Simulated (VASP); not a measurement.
# MgCd2O3 (P-3m1) in VASP: single point with PBE

Aim: the single point of MgCd2O3 with PBE.

Everything below comes from runs of VASP 6.6.1. Logs are shortened: lines on timing, memory, paths and dates and some standing lists are left out, and cuts for length are marked.

## (1) The cell of the first run

The structure is trigonal, space group P-3m1 (No. 164). Conventional cell: a = 3.237 Å, b = 3.237 Å, c = 8.090 Å, α = 90.00°, β = 90.00°, γ = 120.00°. Mg (site symmetry -3m) has 6 O at 2.19 Å within 2.9 Å. Within 3.5 Å of Cd (site symmetry 3m) lie 6 O at 2.35 to 2.38 Å and 3 Mg at 3.21 Å and 9 Cd at 3.24 to 3.42 Å. O (site symmetry 3m) has 3 Mg at 2.19 Å and 3 Cd at 2.38 Å and 3 O at 2.96 Å within 3.0 Å. Within 3.1 Å of O (site symmetry -3m) lie 6 Cd at 2.35 Å.

## (2) Single point, PBE

Input file INCAR:

```
SYSTEM = MgCd2O3
PREC = Accurate
ENCUT = 840
EDIFF = 1E-6
ISMEAR = 0
SIGMA = 0.15
LREAL = .FALSE.
LASPH = .TRUE.
NELM = 120
ALGO = Normal
ISIF = 2
LWAVE = .FALSE.
LCHARG = .FALSE.
GGA = PE
NBANDS = 43
GGA_COMPAT = .FALSE.
```

Input file KPOINTS:

```
regular mesh
0
G
  4 4 2
  0 0 0
```

Input file POSCAR:

```
MgCd2O3
1.0
    3.2369686677      0.0000000000      0.0000000000
   -1.6184843338      2.8032970975      0.0000000000
    0.0000000000      0.0000000000      8.0904964247
Mg Cd O
1 2 3
Direct
    0.0000000000      0.0000000000      0.0000000000
    0.6666666667      0.3333333333      0.3231071230
    0.3333333333      0.6666666667      0.6768928770
    0.6666666667      0.3333333333      0.8581769396
    0.3333333333      0.6666666667      0.1418230604
    0.0000000000      0.0000000000      0.5000000000
```

Potentials or basis: VASP PAW PBE potentials, release 64 (Mg_sv, Cd_sv_GW, O).

Run with:

```sh
cat potpaw_PBE.64/Mg_sv/POTCAR potpaw_PBE.64/Cd_sv_GW/POTCAR potpaw_PBE.64/O/POTCAR > POTCAR
mpirun -np 1 vasp_std > vasp.out
```

OUTCAR:

```text
SYSTEM = MgCd2O3
   PREC = Accurate
   ENCUT = 840
   EDIFF = 1E-6
   ISMEAR = 0
   LREAL = .FALSE.
   LASPH = .TRUE.
   NELM = 120
   ISIF = 2
   GGA = PE

 ion  position               nearest neighbor table
   1  0.000  0.000  0.000-
   2  0.667  0.333  0.323-
   3  0.333  0.667  0.677-
   4  0.667  0.333  0.858-
   5  0.333  0.667  0.142-
   6  0.000  0.000  0.500-

  LATTYP: Found a hexagonal cell.
 ALAT       =     3.2369686677
 C/A-ratio  =     2.4994052323

  Lattice vectors:

 A1 = (   3.2369686677,   0.0000000000,   0.0000000000)
 A2 = (  -1.6184843338,   2.8032970975,   0.0000000000)
 A3 = (   0.0000000000,   0.0000000000,   8.0904964247)

Analysis of symmetry for initial positions (statically):
=====================================================================
 Subroutine PRICEL returns:
 Original cell was already a primitive cell.

 Routine SETGRP: Setting up the symmetry group for a
 hexagonal supercell.

 Subroutine GETGRP returns: Found 12 space group operations
 (whereof 12 operations were pure point group operations)
 out of a pool of 24 trial point group operations.

The static configuration has the point symmetry D_3d.

Analysis of symmetry for dynamics (positions and initial velocities):
=====================================================================
 Subroutine PRICEL returns:
 Original cell was already a primitive cell.

 Routine SETGRP: Setting up the symmetry group for a
 hexagonal supercell.

 Subroutine GETGRP returns: Found 12 space group operations
 (whereof 12 operations were pure point group operations)
 out of a pool of 24 trial point group operations.

The dynamic configuration has the point symmetry D_3d.

 Subroutine INISYM returns: Found 12 space group operations
 (whereof 12 operations are pure point group operations),
 and found     1 'primitive' translations

----------------------------------------------------------------------------------------

                                     Primitive cell

  volume of cell :      73.4147

  direct lattice vectors                    reciprocal lattice vectors
     3.236968668  0.000000000  0.000000000     0.308931010  0.178361402  0.000000000
    -1.618484334  2.803297097  0.000000000     0.000000000  0.356722804  0.000000000
     0.000000000  0.000000000  8.090496425     0.000000000  0.000000000  0.123601810

  length of vectors
     3.236968668  3.236968668  8.090496425     0.356722804  0.356722804  0.123601810

  position of ions in fractional coordinates (direct lattice)
     0.000000000  0.000000000  0.000000000
     0.666666667  0.333333333  0.323107123
     0.333333333  0.666666667  0.676892877
     0.666666667  0.333333333  0.858176940
     0.333333333  0.666666667  0.141823060
     0.000000000  0.000000000  0.500000000

  ion indices of the primitive-cell ions
   primitive index   ion index
                 1           1
                 2           2
                 3           3
                 4           4
                 5           5
                 6           6

----------------------------------------------------------------------------------------

 KPOINTS: regular mesh

Automatic generation of k-mesh.
 Grid dimensions read from file:
 generate k-points for:    4    4    2

 Generating k-lattice:

  Cartesian coordinates                     Fractional coordinates (reciprocal lattice)
     0.077232753  0.044590350  0.000000000     0.250000000  0.000000000  0.000000000
     0.000000000  0.089180701  0.000000000     0.000000000  0.250000000  0.000000000
     0.000000000  0.000000000  0.061800905     0.000000000  0.000000000  0.500000000

  Length of vectors
     0.089180701  0.089180701  0.061800905

  Shift w.r.t. Gamma in fractional coordinates (k-lattice)
     0.000000000  0.000000000  0.000000000

 Subroutine IBZKPT returns following result:
 ===========================================

 Found      8 irreducible k-points:

 Following reciprocal coordinates:
            Coordinates               Weight
  0.000000  0.000000  0.000000      1.000000
  0.250000 -0.000000  0.000000      6.000000
  0.500000 -0.000000  0.000000      3.000000
  0.250000  0.250000  0.000000      6.000000
  0.000000  0.000000  0.500000      1.000000
  0.250000 -0.000000  0.500000      6.000000
  0.500000 -0.000000  0.500000      3.000000
  0.250000  0.250000  0.500000      6.000000
   k-points           NKPTS =      8   k-points in BZ     NKDIM =      8   number of bands    NBANDS=     43
   number of dos      NEDOS =    301   number of ions     NIONS =      6
   total plane-waves  NPLWV =  81920
   dimension x,y,z NGX =    32 NGY =   32 NGZ =   80
   dimension x,y,z NGXF=    64 NGYF=   64 NGZF=  160
   ions per type =               1   2   3
   NGX,Y,Z   is equivalent  to a cutoff of  16.43, 16.43, 16.44 a.u.
   NGXF,Y,Z  is equivalent  to a cutoff of  32.87, 32.87, 32.88 a.u.
 SYSTEM =  MgCd2O3
   PREC   = accura    normal or accurate (medium, high low for compatibility)
   ISTART =      0    job   : 0-new  1-cont  2-samecut
   ICHARG =      2    charge: 1-file 2-atom 10-const
   ISPIN  =      1    spin polarized calculation?
   LNONCOLLINEAR =      F non collinear calculations
   LSORBIT =      F    spin-orbit coupling
   LASPH  =      T    aspherical Exc in radial PAW
   ENCUT  =  840.0 eV  61.74 Ry    7.86 a.u.   7.65  7.65 19.12*2*pi/ulx,y,z
   NELM   =    120;   NELMIN=  2; NELMDL= -5     # of ELM steps
   EDIFF  = 0.1E-05   stopping-criterion for ELM
   LREAL  =      F    real-space projection
   EDIFFG = 0.1E-04   stopping-criterion for IOM
   NSW    =      0    number of steps for IOM
   IBRION =     -1    ionic relax: 0-MD 1-quasi-New 2-CG
   NFREE  =      0    steps in history (QN), initial steepest desc. (CG)
   ISIF   =      2    stress and relaxation
   ISYM   =      2    0-nonsym 1-usesym 2-fastsym
   POTIM  = 0.5000    time-step for ionic-motion
   TEBEG  =    0.0;   TEEND  =   0.0 temperature during run
   PSTRESS=    0.0 pullay stress
   NELECT =      68.0000    total number of electrons
   NUPDOWN=      -1.0000    fix difference up-down
   EMIN   =  10.00;   EMAX   =-10.00  energy-range for DOS
   EFERMI =   0.00;   METHOD = LEGACY
   ISMEAR =     0;   SIGMA  =   0.15  broadening in eV -4-tet -1-fermi 0-gaus
   EFERMI_NEDOS =   21; number of points for ismear=-14 and -15
   IALGO  =     38    algorithm
   IMIX   =      4    mixing-type and parameters
     AMIX     =   0.40;   BMIX     =  1.00
     AMIX_MAG =   1.60;   BMIX_MAG =  1.00
  volume/ion in A,a.u.               =      12.24        82.57
  Fermi-wavevector in a.u.,A,eV,Ry     =   1.595819  3.015660 34.649102  2.546637
  Thomas-Fermi vector in A             =   2.693678
   LORBIT       =      0    0 simple, 1 ext, 2 COOP (PROOUT), +10 PAW based schemes
   GGA     = PE    functional components
   LHFCALC =     F    Hartree Fock is set to
   AEXX    =    0.0000 exact exchange contribution
   IVDW    =     0    specifies the selected vdW correction
   LEPSILON=     F    determine dielectric tensor
   LRPA    =     F    only Hartree local field effects (RPA)
 non-spin polarized calculation
 Gauss-broadening in eV      SIGMA  =   0.15
  energy-cutoff  :      840.00
  volume of cell :       73.41
 maximum number of plane-waves:      4101
 NGX is ok and might be reduce to    32
   NGX = 15   NGY = 15   NGZ = 39

 number of electron      68.0000000 magnetization

 Free energy of the ion-electron system (eV)
  ---------------------------------------------------
  ext. energy  EPLUGINS =         0.00000000
  ---------------------------------------------------
  free energy    TOTEN  =       -27.24018242 eV

  energy without entropy =      -27.23995090  energy(sigma->0) =      -27.24006666

 E-fermi :   4.4006     XC(G=0): -11.5585

 val. band max:        4.0798226528   @ k =   0.0000   0.0000   0.0000
 cond. band min:       4.6697250751   @ k =   0.0000   0.0000   0.0000
 fundamental gap:      0.5899024223
 Fermi energy:         4.4005575646

 k-point     1 :       0.0000    0.0000    0.0000
  band No.  band energies     occupation
      1     -96.2427      2.00000
      2     -96.2424      2.00000
      3     -69.0776      2.00000
      4     -57.3383      2.00000
      5     -57.3383      2.00000
      6     -57.3376      2.00000
[... 35 lines left out ...]
     42      18.1881      0.00000
     43      18.1881      0.00000

 k-point     2 :       0.2500   -0.0000    0.0000
  band No.  band energies     occupation
      1     -96.2421      2.00000
      2     -96.2419      2.00000
      3     -69.0767      2.00000
      4     -57.3473      2.00000
      5     -57.3465      2.00000
      6     -57.3408      2.00000
[... 35 lines left out ...]
     42      16.0344      0.00000
     43      17.6689      0.00000

 k-point     3 :       0.5000   -0.0000    0.0000
  band No.  band energies     occupation
      1     -96.2415      2.00000
      2     -96.2414      2.00000
      3     -69.0759      2.00000
      4     -57.3563      2.00000
      5     -57.3555      2.00000
      6     -57.3433      2.00000
[... 35 lines left out ...]
     42      15.2160      0.00000
     43      16.6487      0.00000

 k-point     4 :       0.2500    0.2500    0.0000
  band No.  band energies     occupation
      1     -96.2415      2.00000
      2     -96.2414      2.00000
      3     -69.0758      2.00000
      4     -57.3527      2.00000
      5     -57.3524      2.00000
      6     -57.3463      2.00000
[... 35 lines left out ...]
     42      14.6261      0.00000
     43      15.0000      0.00000

 k-point     5 :       0.0000    0.0000    0.5000
  band No.  band energies     occupation
      1     -96.2427      2.00000
      2     -96.2424      2.00000
      3     -69.0776      2.00000
      4     -57.3383      2.00000
      5     -57.3383      2.00000
      6     -57.3376      2.00000
[... 35 lines left out ...]
     42      17.1872      0.00000
     43      18.7525      0.00000

 k-point     6 :       0.2500   -0.0000    0.5000
  band No.  band energies     occupation
      1     -96.2421      2.00000
      2     -96.2419      2.00000
      3     -69.0767      2.00000
      4     -57.3473      2.00000
      5     -57.3465      2.00000
      6     -57.3408      2.00000
[... 35 lines left out ...]
     42      16.4764      0.00000
     43      17.3857      0.00000

 k-point     7 :       0.5000   -0.0000    0.5000
  band No.  band energies     occupation
      1     -96.2415      2.00000
      2     -96.2414      2.00000
      3     -69.0758      2.00000
      4     -57.3563      2.00000
      5     -57.3555      2.00000
      6     -57.3432      2.00000
[... 35 lines left out ...]
     42      14.7473      0.00000
     43      16.4394      0.00000

 k-point     8 :       0.2500    0.2500    0.5000
  band No.  band energies     occupation
      1     -96.2415      2.00000
      2     -96.2414      2.00000
      3     -69.0758      2.00000
      4     -57.3527      2.00000
      5     -57.3524      2.00000
      6     -57.3463      2.00000
[... 35 lines left out ...]
     42      14.7797      0.00000
     43      15.1253      0.00000

------------------------ aborting loop because EDIFF is reached ----------------------------------------

  FORCE on cell =-STRESS in cart. coord.  units (eV):
  Direction    XX          YY          ZZ          XY          YZ          ZX
  --------------------------------------------------------------------------------------
  -------------------------------------------------------------------------------------
  Total       -0.0006989     -0.0006989     -0.1524466     -0.0000000     -0.0000000      0.0000000
  in kB       -0.0152532     -0.0152532     -3.3269454     -0.0000000     -0.0000000      0.0000000
  external PRESSURE =      -1.1191506 kB  Pullay stress =       0.0000000 kB

 VOLUME and BASIS-vectors are now :
 -----------------------------------------------------------------------------
  energy-cutoff  :      840.00
  volume of cell :       73.41
      direct lattice vectors                 reciprocal lattice vectors
     3.236968668  0.000000000  0.000000000     0.308931010  0.178361402  0.000000000
    -1.618484334  2.803297097  0.000000000     0.000000000  0.356722804  0.000000000
     0.000000000  0.000000000  8.090496425     0.000000000  0.000000000  0.123601810

 POSITION                                       TOTAL-FORCE (eV/Angst)
 -----------------------------------------------------------------------------------
      0.00000      0.00000      0.00000         0.000000      0.000000      0.000000
      1.61848      0.93443      2.61410        -0.000000      0.000000      0.042676
     -0.00000      1.86886      5.47640         0.000000      0.000000     -0.042676
      1.61848      0.93443      6.94308         0.000000     -0.000000      0.048289
     -0.00000      1.86886      1.14742        -0.000000      0.000000     -0.048289
      0.00000      0.00000      4.04525         0.000000      0.000000      0.000000
 -----------------------------------------------------------------------------------
    total drift:                               -0.000000      0.000000     -0.000000

  FREE ENERGIE OF THE ION-ELECTRON SYSTEM (eV)
  ---------------------------------------------------
  free  energy   TOTEN  =       -27.2401824153 eV

  energy  without entropy=      -27.2399509048  energy(sigma->0) =      -27.24006666
```

It took 80 s on 1 thread of Intel Xeon Platinum 8488C (Sapphire Rapids), shared host; peak memory 0.29 GiB.

What came out:

- Free energy: -27.2402 eV
- Pressure: -0.1 GPa
- Largest force: 0.048 eV/Å
- Band gap on the k mesh: 0.59 eV

Forces on the atoms (eV/Å):
```
Mg   0.000  0.000  0.000
Cd   0.000  0.000  0.043
Cd   0.000  0.000 -0.043
O    0.000  0.000  0.048
O    0.000  0.000 -0.048
O    0.000  0.000  0.000
```

Caveat: the k points lie up to 0.56 Å⁻¹ apart; semilocal functionals underestimate gaps, and a narrow one can read as zero.
